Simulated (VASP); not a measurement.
Runs of VASP 6.6.1 on CsCl. The structure is that of space group Pm-3m (No. 221), or close to it. The cells are those of the table. 

| task | cell | k mesh | smearing | gap on the mesh (eV) | pressure (GPa) |
| --- | --- | --- | --- | --- | --- |
| single point | a = 4.140 Å, 2 atoms | 10 × 10 × 10 | fermi-dirac 0.1 eV | 5.91 | 0.0 |
| single point | a = 4.140 Å, 2 atoms | 6 × 6 × 6 | gaussian 0.01 eV | 5.91 | 0.0 |
| relaxation of cell and atoms | relaxed to 30 GPa from a = 4.140 Å, 2 atoms | 6 × 6 × 6 | gaussian 0.01 eV | 4.55 | 30.0 |
| single point | a = 3.524 Å, 2 atoms | 6 × 6 × 6 | gaussian 0.01 eV | 4.52 | (a) |
| relaxation of cell and atoms | relaxed from a = 4.123 Å, 2 atoms | 6 × 6 × 6 | gaussian 0.01 eV | 5.91 | 0.0 |

Alike in all rows: level r2SCAN; potentials or basis VASP PAW PBE potentials, release 64 (Cs_sv, Cl); no spin polarisation; cutoff (eV) 550.

Question: Fill in the values left out.

Answer: (a) 30.7.

Caveats: the PAW data sets were made with another functional, which shifts forces and pressure a little; spin-orbit coupling is left out, which moves the levels of the heavy elements; the cell is relaxed towards a set pressure, so the run minimises the enthalpy, not the energy (at least some runs); the cell stands under pressure (at least some runs).

A k mesh can miss the band edges, and the runs leave out spin-orbit coupling on Cs.
